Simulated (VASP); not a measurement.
Write the native input for VASP 6.6.1 that does the following.

```
Task                   : single point
Functional             : PBEsol
Potentials or basis    : VASP PAW PBE potentials, release 64 (Zn, O)
Cutoff                 : 520 eV
k mesh                 : 6 × 6 × 8
Occupations            : gaussian, width 0.01 eV
Spin                   : no spin polarisation
Dipole correction      : no
Further INCAR settings : ALGO = Normal; EDIFF = 1e-06; NBANDS = 46
```

The structure of ZnO lies in POSCAR:

```
ZnO
1.0
    5.5158576328      0.0000000000      0.0000000000
    0.0000000000      5.5158576328      0.0000000000
    0.0000000000      0.0000000000      3.2398989359
Zn O
4 4
Direct
    0.1819533415      0.1819533415      0.5000000000
    0.8180466585      0.8180466585      0.5000000000
    0.6819533415      0.3180466585      0.0000000000
    0.3180466585      0.6819533415      0.0000000000
    0.8180976984      0.1819023016      0.5000000000
    0.1819023016      0.8180976984      0.5000000000
    0.6819023016      0.6819023016      0.0000000000
    0.3180976984      0.3180976984      0.0000000000
```

These files were run (other wordings do the same):

INCAR

```
SYSTEM = ZnO
ALGO = Normal
EDIFF = 1E-6
ENCUT = 520
GGA = PS
ISIF = 2
ISMEAR = 0
LASPH = .TRUE.
LCHARG = .FALSE.
LREAL = .FALSE.
LWAVE = .FALSE.
NBANDS = 46
NELM = 80
PREC = Accurate
SIGMA = 0.01
```

KPOINTS

```
k-points
0
G
  6 6 8
  0 0 0
```

Potentials or basis: VASP PAW PBE potentials, release 64 (Zn, O).

The run is started by

```sh
$ cat potpaw_PBE.64/Zn/POTCAR potpaw_PBE.64/O/POTCAR > POTCAR
$ mpirun -np 1 vasp_std > vasp.out
```

Results of the run:

The pressure is 0.9 GPa and the largest force is 0.003 eV/Å. The band gap on the k mesh is 0.69 eV.

Caveat: the PAW data sets were made with another functional, which shifts forces and pressure a little.

Run time: 4.5 min on 1 thread of Intel(R) Xeon(R) Platinum 8375C CPU @ 2.90GHz (Ice Lake) (shared host), peak memory 0.3 GiB.
